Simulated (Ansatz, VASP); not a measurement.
## Y in VASP and in Ansatz

INCAR

```
ALGO = Normal
EDIFF = 1E-6
ENCUT = 520
GGA = PE
ISIF = 2
ISMEAR = 0
LASPH = T
LCHARG = T
LELF = T
LREAL = F
LVHAR = T
LWAVE = F
NBANDS = 24
NELM = 100
PREC = Accurate
SIGMA = 0.1
```

The input KPOINTS:

```
k-points
0
Gamma
  6 6 6
```

Contents of POSCAR:

```
Y
1.0
    6.0404513334      0.0000000000      0.0000000000
   -3.0202256667      5.2311843050      0.0000000000
    0.0000000000      0.0000000000      3.7030592957
Y
3
Direct
    0.0000000000      0.0000000000      0.0000000000
    0.3333333333      0.6666666667      0.5000000000
    0.6666666667      0.3333333333      0.5000000000
```

Input for Ansatz:

```yaml
crystal:
  lattice:
    - [6.0404513334, 0.0, 0.0]
    - [-3.0202256667, 5.231184305, 0.0]
    - [0.0, 0.0, 3.7030592957]
  atoms:
    - { symbol: "Y", position: [0.0, 0.0, 0.0] }
    - { symbol: "Y", position: [0.3333333333, 0.6666666667, 0.5] }
    - { symbol: "Y", position: [0.6666666667, 0.3333333333, 0.5] }
basis:
  ecutwfc: 420
kpoints:
  mp_grid: { grid: [6, 6, 6] }
hamiltonian:
  xc: pbe
scf:
  occupations: { method: gaussian, width: 0.1 }
  lower_state_search: "off"
output:
  forces: true
  stress: true
  eigenvalues: true
```

Alike in both runs: task single point; functional PBE; k mesh 6 × 6 × 6; occupations gaussian, width 0.1 eV; no spin polarisation.

|  | VASP | Ansatz |
| --- | --- | --- |
| version | VASP 6.6.1 | Ansatz 0.2.0 |
| potentials or method | VASP PAW PBE potentials, release 64 (Y_sv), cutoff 520 eV | scalar-relativistic, plane waves, PAW |
| valence electrons in the cell | 33 | 33 |

```csv
,VASP,Ansatz,Ansatz less VASP
gap on the k mesh at the Fermi level (eV),none,none,-
pressure (GPa),-5.4,-5.4,+0.04
"traceless stress, the component that is largest in VASP (GPa)",0.95,0.95,-0.002
```

A gap of «none» marks a metal or a gap that the smearing closes. With one functional, cell and mesh, what is left measures potentials, basis and numerics.
